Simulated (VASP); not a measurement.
Runs of VASP 6.6.1 on MgS. The structure is that of space group Pm-3n (No. 223), or close to it. The cells are those of the table. The cell was generated, and may not be a known phase.

```tsv
task	cell	cutoff (eV)	smearing	gap on the mesh (eV)	pressure (GPa)
single point	a = 6.706 Å, 12 atoms	520	gaussian 0.1 eV	3.28	6.8
relaxation of cell and atoms	relaxed from a = 6.706 Å, 12 atoms	600	gaussian 0.1 eV	3.05	0.0
single point	a = 6.985 Å, 12 atoms	520	gaussian 0.02 eV	(b)	-0.1
single point	a = 6.968 Å, 12 atoms	520	gaussian 0.1 eV	(a)	0.2
```

Alike in all rows: level PBE; potentials or basis VASP PAW PBE potentials, release 64 (Mg, S); no spin polarisation; k mesh 4 × 4 × 4.

Question: Estimate the missing entries.

Answer: (a) 3.06; (b) 3.04.

Caveats: the cell stands under pressure (at least some runs).

A k mesh can miss the band edges.
